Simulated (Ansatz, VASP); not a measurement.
CaO: VASP beside Ansatz

Contents of POSCAR:

```
CaO
1.0
    0.0000000000      2.5871812535      2.6067317416
    2.5871812535      0.0000000000      2.6067317416
    2.5871812535      2.5871812535      0.0000000000
Ca O
1 1
Direct
    0.0000000000      0.0000000000      0.0000000000
    0.2500000000      0.2500000000      0.2500000000
```

The input INCAR.step1:

```
PREC = Accurate
ENCUT = 520
EDIFF = 1E-5
ISMEAR = 0
SIGMA = 0.01
LREAL = False
LASPH = True
NELM = 60
ALGO = Normal
ISIF = 2
LWAVE = True
GGA = PE
NBANDS = 15
```

Contents of INCAR.step2:

```
PREC = Accurate
ENCUT = 520
EDIFF = 1E-7
ISMEAR = 0
SIGMA = 0.01
LREAL = False
LASPH = True
NELM = 60
ALGO = Normal
ISIF = 2
LWAVE = False
LCHARG = True
GGA = PE
LHFCALC = True
HFSCREEN = 0.2079
PRECFOCK = Normal
LELF = True
LVHAR = True
ISTART = 1
NBANDS = 15
```

KPOINTS

```
regular mesh
0
Gamma
  6 6 6
```

Input for Ansatz:

```yaml
crystal:
  lattice:
    - [0.0, 2.5871812535, 2.6067317416]
    - [2.5871812535, 0.0, 2.6067317416]
    - [2.5871812535, 2.5871812535, 0.0]
  atoms:
    - { symbol: Ca, position: [0.0, 0.0, 0.0] }
    - { symbol: O, position: [0.25, 0.25, 0.25] }
kpoints:
  mp_grid: { grid: [6, 6, 6] }
  band_path:
    path:
      - [0.0, 0.0, 0.0]
      - [-0.5, -0.5, 0.0]
      - [-0.375, -0.375, 0.25]
      - [-0.375, 0.0, 0.375]
      - [0.0, 0.0, 0.5]
      - [-0.5, -0.25, 0.25]
    npoints: 1
hamiltonian:
  xc: hse06
scf:
  occupations: { method: fixed }
  n_extra_bands: 4
output:
  forces: true
  stress: true
  eigenvalues: true
```

Change from the starting cell: biaxial_xy strain -0.8%.

Alike in both runs: task single point; functional HSE06; k mesh 6 × 6 × 6; no spin polarisation.

```csv
,VASP,Ansatz
version,VASP 6.6.1,Ansatz 0.2.0
potentials or method,"VASP PAW PBE potentials, release 64 (Ca_sv, O)","plane waves, PAW"
plane-wave cutoff (eV),520,420
occupations,"gaussian, width 0.01 eV",fixed
valence electrons in the cell,16,16
```

Ansatz gave:

```
gap on the k mesh at the Fermi level (eV)                     : 4.78
pressure (GPa)                                                : 1.3
traceless stress, the component that is largest in VASP (GPa) : -0.08
```

Question: Which values does VASP return?

Answer: gap on the k mesh at the Fermi level (eV): 4.76; pressure (GPa): 1.9; traceless stress, the component that is largest in VASP (GPa): -0.08.

Ansatz's warnings: stress exchange threshold loose, stress scf threshold loose.
